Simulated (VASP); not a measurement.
Au: single point with PBEsol

The system is Au.

```
Au
1.0
     1.41002   -2.51700    0.00000
     1.41002    2.51700    0.00000
     0.00000    0.00000    4.80068
Au
2
Cartesian
  1.4100 -0.8249 1.2002
  1.4100 0.8249 3.6005
```

```
Program                 : VASP 6.6.1
Task                    : single point
Functional              : PBEsol
Potentials or basis     : VASP PAW PBE potentials, release 64 (Au)
Cutoff                  : 520 eV
k mesh                  : 16 × 16 × 10
Occupations             : gaussian, width 0.1 eV
Spin                    : no spin polarisation
Dipole correction       : no
k mesh for the DOS      : 24 × 24 × 15
Occupations for the DOS : tetrahedron
Further INCAR settings  : ALGO = Fast; EDIFF = 1e-06
```

| Quantity | Value |
| --- | --- |
| Valence electrons inside the program's atomic spheres | Au 9.64 |

Levels at points of the mesh, in eV from the Fermi level:
```
           k point  band 7  band 8  band 9  band 10  band 11  band 12  band 13  band 14  band 15
(0.00, 0.00, 0.00)   -4.06   -3.63   -3.45    -2.16    -2.15    -1.19     2.70    14.50    15.74
(0.50, 0.00, 0.00)   -3.67   -1.93   -1.83    -1.65     0.41     1.71     5.81     7.31     7.50
(0.50, 0.50, 0.00)   -3.85   -1.90   -1.88    -1.69     0.29     1.35     5.61     7.10     7.23
```

Run time: 4.9 min on 1 thread of Intel Xeon 6975P-C (shared host), peak memory 0.64 GiB.

Caveat: spin-orbit coupling is left out, which moves the levels of the heavy elements.
